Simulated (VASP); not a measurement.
Set up this calculation in VASP 6.6.1, as the native input.

* Task: single point
* Functional: PBEsol
* Potentials or basis: VASP PAW PBE potentials, release 64 (V_sv)
* Cutoff: 520 eV
* k mesh: 20 × 20 × 20
* Occupations: gaussian, width 0.05 eV
* Spin: collinear spin, ferromagnetic start
* Starting moments: [1.0] μB
* Dipole correction: no
* Further INCAR settings: ALGO = Normal; EDIFF = 1e-06; NBANDS = 16

The structure of V lies in POSCAR:

```
V
1.0
   -1.5100000000      1.5100000000      1.5100000000
    1.5100000000     -1.5100000000      1.5100000000
    1.5100000000      1.5100000000     -1.5100000000
V
1
Direct
    0.0000000000      0.0000000000      0.0000000000
```

These files were run (other wordings do the same):

INCAR

```
ALGO = Normal
EDIFF = 1E-6
ENCUT = 520
GGA = PS
ISIF = 2
ISMEAR = 0
ISPIN = 2
LASPH = True
LCHARG = True
LELF = True
LMAXMIX = 4
LORBIT = 11
LREAL = False
LVHAR = True
LWAVE = False
MAGMOM = 1
NBANDS = 16
NELM = 150
PREC = Accurate
SIGMA = 0.05
```

KPOINTS

```
k-points
0
Gamma
  20 20 20
```

Potentials or basis: VASP PAW PBE potentials, release 64 (V_sv).

Launch:

```console
$ cat potpaw_PBE.64/V_sv/POTCAR > POTCAR
$ mpirun -np 1 vasp_std > vasp.out
```

It gave:

```yaml
Pressure: -10.6 GPa
Net_moment: 0.00 μB per cell
Valence_electrons_inside_the_program's_atomic_spheres: V 11.62
```

Caveat: the PAW data sets were made with another functional, which shifts forces and pressure a little.

Run time: 42 s on 1 thread of Intel(R) Xeon(R) 6975P-C (Granite Rapids) (shared host), peak memory 0.19 GiB.
